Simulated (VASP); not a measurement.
# FePt (Tetraferroplatinum) (P4/mmm) in VASP: notebook

FePt (Tetraferroplatinum) is run at these levels: PBE; tasks: single point.

Program: VASP 6.6.1. These are calculated values, not measurements. Logs are shortened: lines on timing, memory, paths and dates and some standing lists are left out, and cuts for length are marked.

## Step 1: The cell of the first run

The structure is tetragonal, space group P4/mmm (No. 123). Conventional cell: a = 2.724 Å, b = 2.724 Å, c = 3.720 Å, α = 90.00°, β = 90.00°, γ = 90.00°. Within 3.5 Å of Fe (site symmetry 4/mmm) lie 8 Pt at 2.68 Å and 4 Fe at 2.72 Å. Within 3.5 Å of Pt (site symmetry 4/mmm) lie 8 Fe at 2.68 Å and 4 Pt at 2.72 Å.

## Step 2: Single point, PBE, collinear spin, zero start

INCAR reads:

```
SYSTEM = FePt
  PREC = Accurate
  ENCUT = 520
  EDIFF = 1E-6
  ISMEAR = -1
  SIGMA = 0.1
  LREAL = .False.
  LASPH = .True.
  NELM = 150
  ALGO = Normal
  ISIF = 2
  LWAVE = .False.
  LCHARG = .True.
  ISPIN = 2
  MAGMOM = 0 0
  LORBIT = 11
  NUPDOWN = 0.0
  LMAXMIX = 4
  GGA = PE
  LELF = .True.
  LVHAR = .True.
  NBANDS = 20
```

KPOINTS reads:

```
regular mesh
0
Gamma
  12 12 9
  0 0 0
```

POSCAR reads:

```
FePt
1.0
    2.7235000000      0.0000000000      0.0000000000
    0.0000000000      2.7235000000      0.0000000000
    0.0000000000      0.0000000000      3.7200000000
Fe Pt
1 1
Direct
    0.0000000000      0.0000000000      0.0000000000
    0.5000000000      0.5000000000      0.5000000000
```

Potentials or basis: VASP PAW PBE potentials, release 64 (Fe, Pt).

Started as:

```bash
$ cat potpaw_PBE.64/Fe/POTCAR potpaw_PBE.64/Pt/POTCAR > POTCAR
$ mpirun -np 1 vasp_std > vasp.out
```

OUTCAR:

```text
SYSTEM = FePt
   PREC = Accurate
   ENCUT = 520
   EDIFF = 1E-6
   ISMEAR = -1
   LREAL = .False.
   LASPH = .True.
   NELM = 150
   ISIF = 2
   ISPIN = 2
   LORBIT = 11
   NUPDOWN = 0.0
   GGA = PE

 ion  position               nearest neighbor table
   1  0.000  0.000  0.000-   2 2.68   2 2.68   2 2.68   2 2.68   2 2.68   2 2.68   2 2.68   2 2.68

   2  0.500  0.500  0.500-   1 2.68   1 2.68   1 2.68   1 2.68   1 2.68   1 2.68   1 2.68   1 2.68

  LATTYP: Found a simple tetragonal cell.
 ALAT       =     2.7235000000
 C/A-ratio  =     1.3658894804

  Lattice vectors:

 A1 = (   2.7235000000,   0.0000000000,   0.0000000000)
 A2 = (   0.0000000000,   2.7235000000,   0.0000000000)
 A3 = (   0.0000000000,   0.0000000000,   3.7200000000)

Analysis of symmetry for initial positions (statically):
=====================================================================
 Subroutine PRICEL returns:
 Original cell was already a primitive cell.

 Routine SETGRP: Setting up the symmetry group for a
 simple tetragonal supercell.

 Subroutine GETGRP returns: Found 16 space group operations
 (whereof 16 operations were pure point group operations)
 out of a pool of 16 trial point group operations.

The static configuration has the point symmetry D_4h.

Analysis of symmetry for dynamics (positions and initial velocities):
=====================================================================
 Subroutine PRICEL returns:
 Original cell was already a primitive cell.

 Routine SETGRP: Setting up the symmetry group for a
 simple tetragonal supercell.

 Subroutine GETGRP returns: Found 16 space group operations
 (whereof 16 operations were pure point group operations)
 out of a pool of 16 trial point group operations.

The dynamic configuration has the point symmetry D_4h.

Analysis of structural, dynamic, and magnetic symmetry:
=====================================================================
 Subroutine PRICEL returns:
 Original cell was already a primitive cell.

 Routine SETGRP: Setting up the symmetry group for a
 simple tetragonal supercell.

 Subroutine GETGRP returns: Found 16 space group operations
 (whereof 16 operations were pure point group operations)
 out of a pool of 16 trial point group operations.

The overall configuration has the point symmetry D_4h.

 Subroutine INISYM returns: Found 16 space group operations
 (whereof 16 operations are pure point group operations),
 and found     1 'primitive' translations

[... 115 lines left out ...]
  volume/ion in A,a.u.               =      13.80        93.10
  Fermi-wavevector in a.u.,A,eV,Ry     =   1.419819  2.683070 27.427809  2.015887
  Thomas-Fermi vector in A             =   2.540800
   LORBIT       =     11    0 simple, 1 ext, 2 COOP (PROOUT), +10 PAW based schemes
   GGA     = PE    functional components
   LHFCALC =     F    Hartree Fock is set to
   AEXX    =    0.0000 exact exchange contribution
   IVDW    =     0    specifies the selected vdW correction
   LEPSILON=     F    determine dielectric tensor
   LRPA    =     F    only Hartree local field effects (RPA)
 spin polarized calculation
  energy-cutoff  :      520.00
  volume of cell :       27.59
 maximum number of plane-waves:       764
   NGX = 11   NGY = 11   NGZ = 13

 number of electron      17.9999998 magnetization       0.0000000

 number of electron      17.9999999 magnetization      -0.0000000

 Free energy of the ion-electron system (eV)
  ---------------------------------------------------
  ext. energy  EPLUGINS =         0.00000000
  ---------------------------------------------------
  free energy    TOTEN  =       -14.13000550 eV

  energy without entropy =      -13.98258611  energy(sigma->0) =      -14.05629580

 E-fermi :   8.5288     XC(G=0): -13.1008

 val. band max:        8.5246370637   @ k =   0.4167   0.0833   0.1111
 cond. band min:       8.5392038242   @ k =   0.4167   0.4167   0.0000
 fundamental gap:      0.0145667606
 Fermi energy:         8.5287534371

 spin component 1

 k-point     1 :       0.0000    0.0000    0.0000
  band No.  band energies     occupation
      1      -0.8830      1.00000
      2       2.4109      1.00000
      3       2.5137      1.00000
      4       5.6841      1.00000
      5       5.6841      1.00000
      6       6.9180      1.00000
[... 541 lines left out ...]
     19      29.6291      0.00000
     20      29.6998      0.00000

 [... further k-points ...]

 spin component 2

 k-point     1 :       0.0000    0.0000    0.0000
  band No.  band energies     occupation
      1      -0.8830      1.00000
      2       2.4109      1.00000
      3       2.5137      1.00000
      4       5.6841      1.00000
      5       5.6841      1.00000
      6       6.9180      1.00000
[... 541 lines left out ...]
     19      29.6291      0.00000
     20      29.6998      0.00000

 [... further k-points ...]

------------------------ aborting loop because EDIFF is reached ----------------------------------------

  FORCE on cell =-STRESS in cart. coord.  units (eV):
  Direction    XX          YY          ZZ          XY          YZ          ZX
  --------------------------------------------------------------------------------------
  -------------------------------------------------------------------------------------
  Total       -2.3535961     -2.3535961     -1.8316111      0.0000000      0.0000000      0.0000000
  in kB     -136.6610734   -136.6610734   -106.3521198      0.0000000      0.0000000      0.0000000
  external PRESSURE =    -126.5580889 kB  Pullay stress =       0.0000000 kB

 VOLUME and BASIS-vectors are now :
 -----------------------------------------------------------------------------
  energy-cutoff  :      520.00
  volume of cell :       27.59
      direct lattice vectors                 reciprocal lattice vectors
     2.723500000  0.000000000  0.000000000     0.367174592  0.000000000  0.000000000
     0.000000000  2.723500000  0.000000000     0.000000000  0.367174592  0.000000000
     0.000000000  0.000000000  3.720000000     0.000000000  0.000000000  0.268817204

 POSITION                                       TOTAL-FORCE (eV/Angst)
 -----------------------------------------------------------------------------------
      0.00000      0.00000      0.00000         0.000000      0.000000      0.000000
      1.36175      1.36175      1.86000         0.000000      0.000000      0.000000
 -----------------------------------------------------------------------------------
    total drift:                               -0.000000      0.000000      0.000000

  FREE ENERGIE OF THE ION-ELECTRON SYSTEM (eV)
  ---------------------------------------------------
  free  energy   TOTEN  =       -14.1300054965 eV

  energy  without entropy=      -13.9825861076  energy(sigma->0) =      -14.05629580

 total charge

# of ion       s       p       d       tot
------------------------------------------
    1        0.395   0.432   6.233   7.060
    2        0.713   0.670   7.949   9.332
--------------------------------------------------
tot          1.108   1.102  14.182  16.392

 magnetization (x)

# of ion       s       p       d       tot
------------------------------------------
    1       -0.000  -0.000   0.000  -0.000
    2       -0.000  -0.000  -0.000  -0.000
--------------------------------------------------
tot         -0.000  -0.000  -0.000  -0.000
```

OSZICAR:

```text
N       E                     dE             d eps       ncg     rms          rms(c)
DAV:   1     0.928932937410E+02    0.92893E+02   -0.86304E+03 11868   0.103E+03
DAV:   2    -0.121735129059E+02   -0.10507E+03   -0.93437E+02 11452   0.218E+02
DAV:   3    -0.159366922115E+02   -0.37632E+01   -0.36167E+01 13092   0.463E+01
DAV:   4    -0.159801208621E+02   -0.43429E-01   -0.43388E-01 12608   0.425E+00
DAV:   5    -0.159812416267E+02   -0.11208E-02   -0.11207E-02 13384   0.768E-01    0.154E+01
DAV:   6    -0.176950187871E+02   -0.17138E+01   -0.11700E+01 12480   0.588E+01    0.231E+01
DAV:   7    -0.144336497350E+02    0.32614E+01   -0.11275E+01 14484   0.631E+01    0.826E+00
DAV:   8    -0.141676117001E+02    0.26604E+00   -0.32270E-01 15616   0.778E+00    0.242E+00
DAV:   9    -0.141324125306E+02    0.35199E-01   -0.27149E-02 17164   0.284E+00    0.590E-01
DAV:  10    -0.141302290405E+02    0.21835E-02   -0.14584E-03 13872   0.316E-01    0.206E-01
DAV:  11    -0.141300094148E+02    0.21963E-03   -0.15438E-04 16656   0.152E-01    0.631E-02
DAV:  12    -0.141300049775E+02    0.44372E-05   -0.13728E-05 17000   0.433E-02    0.124E-02
DAV:  13    -0.141300054965E+02   -0.51898E-06   -0.39760E-07  7236   0.118E-02
   1 F= -.14130005E+02 E0= -.14056296E+02  d E =-.147419E+00  mag=    -0.0000
```

It took 1.7 min on 1 thread of Oxide Virtual Turin-like, shared host; peak memory 0.2 GiB.

What came out:

| Property | Result |
| --- | --- |
| Free energy | -14.1300 eV |
| Pressure | -12.7 GPa |
| Net moment | 0.00 μB per cell |
| Valence electrons inside the program's atomic spheres | Fe 7.06; Pt 9.33 |

Caveat: spin-orbit coupling is left out, which moves the levels of the heavy elements; the total moment is fixed, so each spin has its own Fermi level.

## Step 3: Single point, PBE, collinear spin, ferrimagnetic start

INCAR reads:

```
SYSTEM = FePt
ALGO = Normal
EDIFF = 1E-7
ENCUT = 520
GGA = PE
ISIF = 2
ISMEAR = -1
ISPIN = 2
LASPH = .TRUE.
LCHARG = .TRUE.
LELF = .TRUE.
LMAXMIX = 4
LORBIT = 11
LREAL = .FALSE.
LVHAR = .TRUE.
LWAVE = .FALSE.
MAGMOM = 0.94 -0.02
NBANDS = 20
NELM = 150
NUPDOWN = 0.8
PREC = Accurate
SIGMA = 0.1
```

KPOINTS reads:

```
k-points
0
G
  12 12 9
  0 0 0
```

POSCAR is that of step 2.

Potentials or basis: VASP PAW PBE potentials, release 64 (Fe, Pt).

Started as:

```bash
$ cat potpaw_PBE.64/Fe/POTCAR potpaw_PBE.64/Pt/POTCAR > POTCAR
$ mpirun -np 1 vasp_std > vasp.out
```

Run time: 3.2 min. Hardware: 1 thread of Oxide Virtual Turin-like, shared host; peak memory 0.2 GiB.

It converged, with:

* Free energy: -14.1977 eV
* Pressure: -10.9 GPa
* Net moment: 0.80 μB per cell
* Site moments: Fe +0.85; Pt -0.05 μB
* Valence electrons inside the program's atomic spheres: Fe 7.05; Pt 9.34

Stress tensor (GPa, compression positive):
```
-12.32   0.00   0.00
  0.00 -12.32   0.00
  0.00   0.00  -8.11
```

Caveat: spin-orbit coupling is left out, which moves the levels of the heavy elements; the total moment is fixed, so each spin has its own Fermi level.

## Step 4: Single point, PBE, collinear spin, ferromagnetic start

INCAR reads:

```
PREC     = Accurate       # precision mode
ENCUT    = 520            # plane-wave cutoff, eV
EDIFF    = 1E-6           # SCF threshold, eV
ISMEAR   = -1             # smearing method
SIGMA    = 0.1            # smearing width, eV
LREAL    = False          # projectors in reciprocal space
LASPH    = True           # aspherical terms in the spheres
NELM     = 150            # most SCF steps
ALGO     = Normal         # electronic algorithm
ISIF     = 2              # what is computed and relaxed
LWAVE    = False          # write WAVECAR
LCHARG   = False          # write CHGCAR
ISPIN    = 2              # spin polarisation
MAGMOM   = 1.94 0.01      # initial moments
LORBIT   = 11             # projections on sites
NUPDOWN  = 1.7            # fixed moment
LMAXMIX  = 4              # l up to which the mixer works
GGA      = PE             # functional
NBANDS   = 20             # bands
```

KPOINTS reads:

```
regular mesh
0
Gamma
  12 12 9
```

POSCAR is that of step 3.

Potentials or basis: VASP PAW PBE potentials, release 64 (Fe, Pt).

Started as:

```bash
$ cat potpaw_PBE.64/Fe/POTCAR potpaw_PBE.64/Pt/POTCAR > POTCAR
$ mpirun -np 1 vasp_std > vasp.out
```

OUTCAR:

```text
PREC = Accurate
   ENCUT = 520
   EDIFF = 1E-6
   ISMEAR = -1
   LREAL = False
   LASPH = True
   NELM = 150
   ISIF = 2
   ISPIN = 2
   LORBIT = 11
   NUPDOWN = 1.7
   GGA = PE

 ion  position               nearest neighbor table
   1  0.000  0.000  0.000-   2 2.68   2 2.68   2 2.68   2 2.68   2 2.68   2 2.68   2 2.68   2 2.68

   2  0.500  0.500  0.500-   1 2.68   1 2.68   1 2.68   1 2.68   1 2.68   1 2.68   1 2.68   1 2.68

  LATTYP: Found a simple tetragonal cell.
[... 1323 lines left out ...]
  external PRESSURE =     -68.7536526 kB  Pullay stress =       0.0000000 kB

 VOLUME and BASIS-vectors are now :
 -----------------------------------------------------------------------------
  energy-cutoff  :      520.00
  volume of cell :       27.59
      direct lattice vectors                 reciprocal lattice vectors
     2.723500000  0.000000000  0.000000000     0.367174592  0.000000000  0.000000000
     0.000000000  2.723500000  0.000000000     0.000000000  0.367174592  0.000000000
     0.000000000  0.000000000  3.720000000     0.000000000  0.000000000  0.268817204

 POSITION                                       TOTAL-FORCE (eV/Angst)
 -----------------------------------------------------------------------------------
      0.00000      0.00000      0.00000         0.000000      0.000000      0.000000
      1.36175      1.36175      1.86000         0.000000      0.000000      0.000000
 -----------------------------------------------------------------------------------
    total drift:                               -0.000000      0.000000      0.000000

  FREE ENERGIE OF THE ION-ELECTRON SYSTEM (eV)
  ---------------------------------------------------
  free  energy   TOTEN  =       -14.4084163263 eV

  energy  without entropy=      -14.2708788201  energy(sigma->0) =      -14.33964757

 total charge

# of ion       s       p       d       tot
------------------------------------------
    1        0.398   0.438   6.203   7.039
    2        0.713   0.668   7.985   9.367
--------------------------------------------------
tot          1.111   1.106  14.188  16.405

 magnetization (x)

# of ion       s       p       d       tot
------------------------------------------
    1       -0.001  -0.010   1.756   1.746
    2       -0.023  -0.060   0.038  -0.045
--------------------------------------------------
tot         -0.023  -0.069   1.794   1.701
```

Run time: 2.4 min. Hardware: 1 thread of Oxide Virtual Turin-like, shared host; peak memory 0.2 GiB.

Results:

```
Free energy                                           : -14.4084 eV
Pressure                                              : -6.9 GPa
Net moment                                            : 1.70 μB per cell
Site moments                                          : Fe +1.75; Pt -0.04 μB
Valence electrons inside the program's atomic spheres : Fe 7.04; Pt 9.37
```

Caveat: spin-orbit coupling is left out, which moves the levels of the heavy elements; the total moment is fixed, so each spin has its own Fermi level.

## Step 5: Single point, PBE, collinear spin, ferromagnetic start

INCAR reads:

```
PREC = Accurate
ENCUT = 520
EDIFF = 1E-7
ISMEAR = -1
SIGMA = 0.1
LREAL = False
LASPH = True
NELM = 150
ALGO = Normal
ISIF = 2
LWAVE = False
LCHARG = True
ISPIN = 2
MAGMOM = 2.69 0.16
LORBIT = 11
NUPDOWN = 2.5
LMAXMIX = 4
GGA = PE
LELF = True
LVHAR = True
NBANDS = 20
```

KPOINTS reads:

```
Automatic mesh
0
Gamma
  12 12 9
```

POSCAR is that of step 4.

Started as:

```bash
$ cat potpaw_PBE.64/Fe/POTCAR potpaw_PBE.64/Pt/POTCAR > POTCAR
$ mpirun -np 1 vasp_std > vasp.out
```

It took 2.9 min on 1 thread of Oxide Virtual Turin-like, shared host; peak memory 0.21 GiB.

Results (log left out):

* Free energy: -14.6652 eV
* Pressure: -2.2 GPa
* Net moment: 2.50 μB per cell
* Site moments: Fe +2.42; Pt +0.08 μB
* Valence electrons inside the program's atomic spheres: Fe 7.02; Pt 9.40

Stress tensor (GPa, compression positive):
```
-4.01  0.00  0.00
 0.00 -4.01  0.00
 0.00  0.00  1.36
```

Caveat: spin-orbit coupling is left out, which moves the levels of the heavy elements; the total moment is fixed, so each spin has its own Fermi level.

## Step 6: Single point, PBE, collinear spin, ferromagnetic start

INCAR reads:

```
SYSTEM = FePt
PREC     = Accurate       ! precision mode
ENCUT    = 520            ! plane-wave cutoff, eV
EDIFF    = 1E-6           ! SCF threshold, eV
ISMEAR   = -1             ! smearing method
SIGMA    = 0.1            ! smearing width, eV
LREAL    = .False.        ! projectors in reciprocal space
LASPH    = .True.         ! aspherical terms in the spheres
NELM     = 150            ! most SCF steps
ALGO     = Normal         ! electronic algorithm
ISIF     = 2              ! what is computed and relaxed
LWAVE    = .False.        ! write WAVECAR
LCHARG   = .True.         ! write CHGCAR
ISPIN    = 2              ! spin polarisation
MAGMOM   = 3.32 0.47      ! initial moments
LORBIT   = 11             ! projections on sites
NUPDOWN  = 3.4            ! fixed moment
LMAXMIX  = 4              ! l up to which the mixer works
GGA      = PE             ! functional
LELF     = .True.         ! ELF
LVHAR    = .True.       
NBANDS   = 20             ! bands
```

KPOINTS reads:

```
regular mesh
0
Gamma
  12 12 9
  0 0 0
```

POSCAR is that of step 5.

Potentials or basis: VASP PAW PBE potentials, release 64 (Fe, Pt).

Started as:

```bash
$ cat potpaw_PBE.64/Fe/POTCAR potpaw_PBE.64/Pt/POTCAR > POTCAR
$ mpirun -np 1 vasp_std > vasp.out
```

Run time: 3 min. Hardware: 1 thread of Oxide Virtual Turin-like, shared host; peak memory 0.21 GiB.

Results (log left out):

- Free energy: -14.8165 eV
- Pressure: 4.1 GPa
- Net moment: 3.40 μB per cell
- Site moments: Fe +2.99; Pt +0.38 μB
- Valence electrons inside the program's atomic spheres: Fe 6.98; Pt 9.44

Stress tensor (GPa, compression positive):
```
4.17 0.00 0.00
0.00 4.17 0.00
0.00 0.00 3.93
```

Caveat: spin-orbit coupling is left out, which moves the levels of the heavy elements; the total moment is fixed, so each spin has its own Fermi level.

## Step 7: Overview

| spin | fixed moment (μB) | pressure (GPa) | moment (μB) |
| --- | --- | --- | --- |
| collinear, zero start | 0.0 | -12.7 | 0.00 |
| collinear, ferrimagnetic start | 0.8 | -10.9 | 0.80 |
| collinear, ferromagnetic start | 1.7 | -6.9 | 1.70 |
| collinear, ferromagnetic start | 2.5 | -2.2 | 2.50 |
| collinear, ferromagnetic start | 3.4 | 4.1 | 3.40 |

Alike in all rows: task single point; level PBE; potentials or basis VASP PAW PBE potentials, release 64 (Fe, Pt); cell as given; k mesh 12 × 12 × 9; cutoff (eV) 520; smearing fermi-dirac 0.1 eV.

Caveats: spin-orbit coupling is left out, which moves the levels of the heavy elements; the total moment is fixed, so each spin has its own Fermi level.

Absolute energies hang on the potentials; compare differences alone.
